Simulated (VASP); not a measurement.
# Ir (Im-3m) in VASP: a series of runs

Ir is run at these levels: LDA; tasks: single point.

Everything below comes from runs of VASP 6.6.1. Logs are shortened: lines on timing, memory, paths and dates and some standing lists are left out, and cuts for length are marked.

### 1 The cell of the first run

Symmetry: Im-3m, No. 229, cubic system. The conventional cell has a = 3.140 Å, b = 3.140 Å, c = 3.140 Å, α = 90.00°, β = 90.00°, γ = 90.00°. Ir (site symmetry m-3m) has 14 Ir at 2.72 to 3.14 Å within 3.6 Å.

This isn't the form of Ir at room conditions, which is fcc.

### 2 Single point, LDA (15.48 Å³/atom)

The input, INCAR:

```
SYSTEM = Ir
PREC = Accurate ; ENCUT = 560
EDIFF = 1E-6 ; ISMEAR = -1
SIGMA = 0.1 ; LREAL = .FALSE.
LASPH = .TRUE. ; NELM = 120
ALGO = Normal ; ISIF = 2
LWAVE = .FALSE. ; LCHARG = .FALSE.
NBANDS = 14 ; GGA_COMPAT = .FALSE.
```

The input, KPOINTS:

```
regular mesh
0
G
  16 16 16
  0 0 0
```

The input, POSCAR:

```
Ir
1.0
   -1.5701416188      1.5701416188      1.5701416188
    1.5701416188     -1.5701416188      1.5701416188
    1.5701416188      1.5701416188     -1.5701416188
Ir
1
Direct
    0.0000000000      0.0000000000      0.0000000000
```

Potentials or basis: VASP PAW LDA potentials, release 64 (Ir_sv_GW).

Command:

```bash
cat potpaw_LDA.64/Ir_sv_GW/POTCAR > POTCAR
mpirun -np 1 vasp_std > vasp.out
```

OUTCAR:

```text
SYSTEM = Ir
   PREC = Accurate
   ENCUT = 560
   EDIFF = 1E-6
   ISMEAR = -1
   LREAL = .FALSE.
   LASPH = .TRUE.
   NELM = 120
   ISIF = 2

 ion  position               nearest neighbor table
   1  0.000  0.000  0.000-

  LATTYP: Found a body centered cubic cell.
 ALAT       =     3.1402832376

  Lattice vectors:

 A1 = (  -1.5701416188,   1.5701416188,   1.5701416188)
 A2 = (   1.5701416188,  -1.5701416188,   1.5701416188)
 A3 = (   1.5701416188,   1.5701416188,  -1.5701416188)

Analysis of symmetry for initial positions (statically):
=====================================================================
 Subroutine PRICEL returns:
 Original cell was already a primitive cell.

 Routine SETGRP: Setting up the symmetry group for a
 body centered cubic supercell.

 Subroutine GETGRP returns: Found 48 space group operations
 (whereof 48 operations were pure point group operations)
 out of a pool of 48 trial point group operations.

The static configuration has the point symmetry O_h .

Analysis of symmetry for dynamics (positions and initial velocities):
=====================================================================
 Subroutine PRICEL returns:
 Original cell was already a primitive cell.

 Routine SETGRP: Setting up the symmetry group for a
 body centered cubic supercell.

 Subroutine GETGRP returns: Found 48 space group operations
 (whereof 48 operations were pure point group operations)
 out of a pool of 48 trial point group operations.

The dynamic configuration has the point symmetry O_h .

 Subroutine INISYM returns: Found 48 space group operations
 (whereof 48 operations are pure point group operations),
 and found     1 'primitive' translations

----------------------------------------------------------------------------------------

                                     Primitive cell

  volume of cell :      15.4838

  direct lattice vectors                    reciprocal lattice vectors
    -1.570141619  1.570141619  1.570141619     0.000000000  0.318442613  0.318442613
     1.570141619 -1.570141619  1.570141619     0.318442613  0.000000000  0.318442613
     1.570141619  1.570141619 -1.570141619     0.318442613  0.318442613  0.000000000

  length of vectors
     2.719565059  2.719565059  2.719565059     0.450345862  0.450345862  0.450345862

  position of ions in fractional coordinates (direct lattice)
     0.000000000  0.000000000  0.000000000

  ion indices of the primitive-cell ions
   primitive index   ion index
                 1           1

----------------------------------------------------------------------------------------

 KPOINTS: regular mesh

Automatic generation of k-mesh.
 Grid dimensions read from file:
 generate k-points for:   16   16   16

 Generating k-lattice:

  Cartesian coordinates                     Fractional coordinates (reciprocal lattice)
     0.000000000  0.019902663  0.019902663     0.062500000  0.000000000  0.000000000
     0.019902663  0.000000000  0.019902663     0.000000000  0.062500000  0.000000000
     0.019902663  0.019902663  0.000000000     0.000000000  0.000000000  0.062500000

  Length of vectors
     0.028146616  0.028146616  0.028146616

  Shift w.r.t. Gamma in fractional coordinates (k-lattice)
     0.000000000  0.000000000  0.000000000

 Subroutine IBZKPT returns following result:
 ===========================================

 Found    145 irreducible k-points:

 Following reciprocal coordinates:
            Coordinates               Weight
  0.000000  0.000000  0.000000      1.000000
  0.062500  0.000000  0.000000     12.000000
  0.125000  0.000000  0.000000     12.000000
  0.187500  0.000000  0.000000     12.000000
  0.250000  0.000000  0.000000     12.000000
  0.312500  0.000000  0.000000     12.000000
[... 16 lines left out ...]
  0.187500  0.187500  0.000000     24.000000
  0.250000  0.187500 -0.000000     48.000000
 [... further k-points ...]
   k-points           NKPTS =    145   k-points in BZ     NKDIM =    145   number of bands    NBANDS=     14
   number of dos      NEDOS =    301   number of ions     NIONS =      1
   total plane-waves  NPLWV =  13824
   dimension x,y,z NGX =    24 NGY =   24 NGZ =   24
   dimension x,y,z NGXF=    48 NGYF=   48 NGZF=   48
   ions per type =               1
   NGX,Y,Z   is equivalent  to a cutoff of  14.67, 14.67, 14.67 a.u.
   NGXF,Y,Z  is equivalent  to a cutoff of  29.34, 29.34, 29.34 a.u.
 SYSTEM =  Ir
   PREC   = accura    normal or accurate (medium, high low for compatibility)
   ISTART =      0    job   : 0-new  1-cont  2-samecut
   ICHARG =      2    charge: 1-file 2-atom 10-const
   ISPIN  =      1    spin polarized calculation?
   LNONCOLLINEAR =      F non collinear calculations
   LSORBIT =      F    spin-orbit coupling
   LASPH  =      T    aspherical Exc in radial PAW
   ENCUT  =  560.0 eV  41.16 Ry    6.42 a.u.   5.25  5.25  5.25*2*pi/ulx,y,z
   NELM   =    120;   NELMIN=  2; NELMDL= -5     # of ELM steps
   EDIFF  = 0.1E-05   stopping-criterion for ELM
   LREAL  =      F    real-space projection
   EDIFFG = 0.1E-04   stopping-criterion for IOM
   NSW    =      0    number of steps for IOM
   IBRION =     -1    ionic relax: 0-MD 1-quasi-New 2-CG
   NFREE  =      0    steps in history (QN), initial steepest desc. (CG)
   ISIF   =      2    stress and relaxation
   ISYM   =      2    0-nonsym 1-usesym 2-fastsym
   POTIM  = 0.5000    time-step for ionic-motion
   TEBEG  =    0.0;   TEEND  =   0.0 temperature during run
   PSTRESS=    0.0 pullay stress
   NELECT =      17.0000    total number of electrons
   NUPDOWN=      -1.0000    fix difference up-down
   EMIN   =  10.00;   EMAX   =-10.00  energy-range for DOS
   EFERMI =   0.00;   METHOD = LEGACY
   ISMEAR =    -1;   SIGMA  =   0.10  broadening in eV -4-tet -1-fermi 0-gaus
   EFERMI_NEDOS =   21; number of points for ismear=-14 and -15
   IALGO  =     38    algorithm
   IMIX   =      4    mixing-type and parameters
     AMIX     =   0.40;   BMIX     =  1.00
     AMIX_MAG =   1.60;   BMIX_MAG =  1.00
  volume/ion in A,a.u.               =      15.48       104.49
  Fermi-wavevector in a.u.,A,eV,Ry     =   1.688881  3.191522 38.808144  2.852318
  Thomas-Fermi vector in A             =   2.771108
   LORBIT       =      0    0 simple, 1 ext, 2 COOP (PROOUT), +10 PAW based schemes
   GGA     = CA    functional components
   LHFCALC =     F    Hartree Fock is set to
   AEXX    =    0.0000 exact exchange contribution
   IVDW    =     0    specifies the selected vdW correction
   LEPSILON=     F    determine dielectric tensor
   LRPA    =     F    only Hartree local field effects (RPA)
 non-spin polarized calculation
  energy-cutoff  :      560.00
  volume of cell :       15.48
 maximum number of plane-waves:       476
 NGX is ok and might be reduce to    24
   NGX = 11   NGY = 11   NGZ = 11

 number of electron      17.0000000 magnetization

 Free energy of the ion-electron system (eV)
  ---------------------------------------------------
  ext. energy  EPLUGINS =         0.00000000
  ---------------------------------------------------
  free energy    TOTEN  =       -10.17798397 eV

  energy without entropy =      -10.09795379  energy(sigma->0) =      -10.13796888

 E-fermi :  10.7473     XC(G=0): -14.2015

 val. band max:       10.7461121877   @ k =  -0.1875   0.2500   0.0625
 cond. band min:      10.7481494852   @ k =  -0.3125   0.3125   0.0625
 fundamental gap:      0.0020372975
 Fermi energy:        10.7472507520

 k-point     1 :       0.0000    0.0000    0.0000
  band No.  band energies     occupation
      1     -81.1340      2.00000
      2     -37.8908      2.00000
      3     -37.8908      2.00000
      4     -37.8908      2.00000
      5       0.8098      2.00000
      6       7.4716      2.00000
      7       7.4716      2.00000
      8       7.4716      2.00000
      9      10.2868      1.98018
     10      10.2868      1.98018
     11      27.0132      0.00000
     12      27.0132      0.00000
     13      27.0132      0.00000
     14      37.9370      0.00000

 k-point     2 :       0.0625    0.0000    0.0000
  band No.  band energies     occupation
      1     -81.1319      2.00000
      2     -37.9135      2.00000
      3     -37.8985      2.00000
      4     -37.8905      2.00000
      5       0.9785      2.00000
      6       7.3969      2.00000
      7       7.4677      2.00000
      8       7.6157      2.00000
      9      10.1848      1.99281
     10      10.2915      1.97925
     11      27.1119      0.00000
     12      27.2352      0.00000
     13      27.2743      0.00000
     14      35.8805      0.00000

 k-point     3 :       0.1250    0.0000    0.0000
  band No.  band energies     occupation
      1     -81.1272      2.00000
      2     -37.9805      2.00000
      3     -37.9212      2.00000
      4     -37.8905      2.00000
      5       1.4647      2.00000
      6       7.1906      2.00000
      7       7.4396      2.00000
      8       8.0406      2.00000
      9       9.9610      1.99923
     10      10.3092      1.97528
     11      27.2814      0.00000
     12      27.6561      0.00000
     13      28.0345      0.00000
     14      33.9971      0.00000

 k-point     4 :       0.1875    0.0000    0.0000
  band No.  band energies     occupation
      1     -81.1195      2.00000
      2     -38.0785      2.00000
      3     -37.9550      2.00000
      4     -37.8902      2.00000
      5       2.1982      2.00000
      6       6.8978      2.00000
      7       7.3760      2.00000
      8       8.7223      2.00000
      9       9.7926      1.99986
     10      10.3486      1.96354
     11      27.1134      0.00000
     12      27.3994      0.00000
     13      29.2312      0.00000
     14      33.1235      0.00000

 k-point     5 :       0.2500    0.0000    0.0000
  band No.  band energies     occupation
      1     -81.1102      2.00000
      2     -38.1923      2.00000
      3     -37.9944      2.00000
      4     -37.8901      2.00000
      5       3.0172      2.00000
      6       6.5736      2.00000
      7       7.3969      2.00000
      8       9.6156      1.99998
      9       9.7926      1.99986
     10      10.4161      1.92966
     11      25.7261      0.00000
[... 276 lines left out ...]
 k-point    22 :       0.4375    0.1250    0.0000
  band No.  band energies     occupation
      1     -81.0843      2.00000
      2     -38.4546      2.00000
      3     -38.1224      2.00000
      4     -37.9217      2.00000
      5       4.3109      2.00000
      6       5.9438      2.00000
      7       9.0588      2.00000
      8      10.0284      1.99849
      9      11.2399      0.01440
     10      14.3580      0.00000
     11      17.7453      0.00000
     12      23.5950      0.00000
     13      25.8870      0.00000
     14      33.8696      0.00000

 k-point    23 :       0.1875    0.1875    0.0000
  band No.  band energies     occupation
      1     -81.0988      2.00000
      2     -38.2952      2.00000
      3     -38.0364      2.00000
      4     -37.9329      2.00000
      5       4.1795      2.00000
      6       6.5490      2.00000
      7       6.7464      2.00000
      8       9.5991      1.99998
      9      10.6767      1.33889
     10      11.4958      0.00112
     11      23.6392      0.00000
     12      25.7504      0.00000
     13      28.2111      0.00000
     14      30.4476      0.00000

 k-point    24 :       0.2500    0.1875   -0.0000
  band No.  band energies     occupation
      1     -81.0918      2.00000
      2     -38.3558      2.00000
      3     -38.0870      2.00000
      4     -37.9407      2.00000
      5       4.6581      2.00000
      6       6.3196      2.00000
      7       7.0793      2.00000
      8       9.7602      1.99990
      9      10.7494      0.98929
     10      12.8363      0.00000
     11      21.5128      0.00000
     12      24.5785      0.00000
     13      27.2067      0.00000
     14      31.3518      0.00000

 [... further k-points ...]

------------------------ aborting loop because EDIFF is reached ----------------------------------------

  FORCE on cell =-STRESS in cart. coord.  units (eV):
  Direction    XX          YY          ZZ          XY          YZ          ZX
  --------------------------------------------------------------------------------------
  -------------------------------------------------------------------------------------
  Total       -2.2481680     -2.2481680     -2.2481680     -0.0000000     -0.0000000      0.0000000
  in kB     -232.6284814   -232.6284814   -232.6284814     -0.0000000     -0.0000000      0.0000000
  external PRESSURE =    -232.6284814 kB  Pullay stress =       0.0000000 kB

 VOLUME and BASIS-vectors are now :
 -----------------------------------------------------------------------------
  energy-cutoff  :      560.00
  volume of cell :       15.48
      direct lattice vectors                 reciprocal lattice vectors
    -1.570141619  1.570141619  1.570141619     0.000000000  0.318442613  0.318442613
     1.570141619 -1.570141619  1.570141619     0.318442613  0.000000000  0.318442613
     1.570141619  1.570141619 -1.570141619     0.318442613  0.318442613  0.000000000

 POSITION                                       TOTAL-FORCE (eV/Angst)
 -----------------------------------------------------------------------------------
      0.00000      0.00000      0.00000         0.000000      0.000000     -0.000000
 -----------------------------------------------------------------------------------
    total drift:                                0.000000      0.000000      0.000000

  FREE ENERGIE OF THE ION-ELECTRON SYSTEM (eV)
  ---------------------------------------------------
  free  energy   TOTEN  =       -10.1779839693 eV

  energy  without entropy=      -10.0979537945  energy(sigma->0) =      -10.13796888
```

It took 20 s on 1 thread of Intel Xeon Platinum 8375C at 2.90GHz (Ice Lake), shared host; peak memory 0.16 GiB.

Results:

```yaml
Free_energy: -10.1780 eV
Pressure: -23.3 GPa
Band_gap_on_the_k_mesh: zero (an odd number of electrons rules out a gap without spin polarisation)
```

Caveat: the cell stands under tension; spin-orbit coupling is left out, which moves the levels of the heavy elements.

### 3 Single point, LDA (14.34 Å³/atom)

This run uses another cell than the first one, of 14.34 Å³/atom.

The input, INCAR:

```
SYSTEM = Ir
PREC     = Accurate       ! precision mode
ENCUT    = 560            ! plane-wave cutoff, eV
EDIFF    = 1E-6           ! SCF threshold, eV
ISMEAR   = -1             ! smearing method
SIGMA    = 0.1            ! smearing width, eV
LREAL    = .False.        ! projectors in reciprocal space
LASPH    = .True.         ! aspherical terms in the spheres
NELM     = 120            ! most SCF steps
ALGO     = Normal         ! electronic algorithm
ISIF     = 2              ! what is computed and relaxed
LWAVE    = .False.        ! write WAVECAR
LCHARG   = .True.         ! write CHGCAR
GGA      = CA             ! functional
LELF     = .True.         ! ELF
LVHAR    = .True.       
NBANDS   = 14             ! bands
GGA_COMPAT= .False.
```

The input, KPOINTS:

```
regular mesh
0
Gamma
  16 16 16
  0 0 0
```

The input, POSCAR:

```
Ir
1.0
   -1.5303739817      1.5303739817      1.5303739817
    1.5303739817     -1.5303739817      1.5303739817
    1.5303739817      1.5303739817     -1.5303739817
Ir
1
Direct
    0.0000000000      0.0000000000      0.0000000000
```

Potentials or basis: VASP PAW LDA potentials, release 64 (Ir_sv_GW).

Command:

```bash
cat potpaw_LDA.64/Ir_sv_GW/POTCAR > POTCAR
mpirun -np 1 vasp_std > vasp.out
```

Wall time 13 s (1 thread of AMD EPYC 9R45 (Zen 5), shared host); peak memory 0.12 GiB.

It converged, with:

```yaml
Free_energy: -10.2573 eV
Pressure: -0.4 GPa
Band_gap_on_the_k_mesh: zero (an odd number of electrons rules out a gap without spin polarisation)
```

Levels at points of the mesh, in eV from the Fermi level:
```tsv
k point	band 6	band 7	band 8	band 9	band 10	band 11
(0.00, 0.00, 0.00)	-3.68	-3.68	-3.68	-0.54	-0.54	16.23
(0.50, 0.00, 0.00)	-5.54	-0.72	-0.04	-0.03	2.33	8.18
(0.50, 0.50, 0.50)	-7.18	1.60	1.60	1.60	7.91	7.91
```

Caveat: spin-orbit coupling is left out, which moves the levels of the heavy elements.

(Continued in part 2 of 2.)
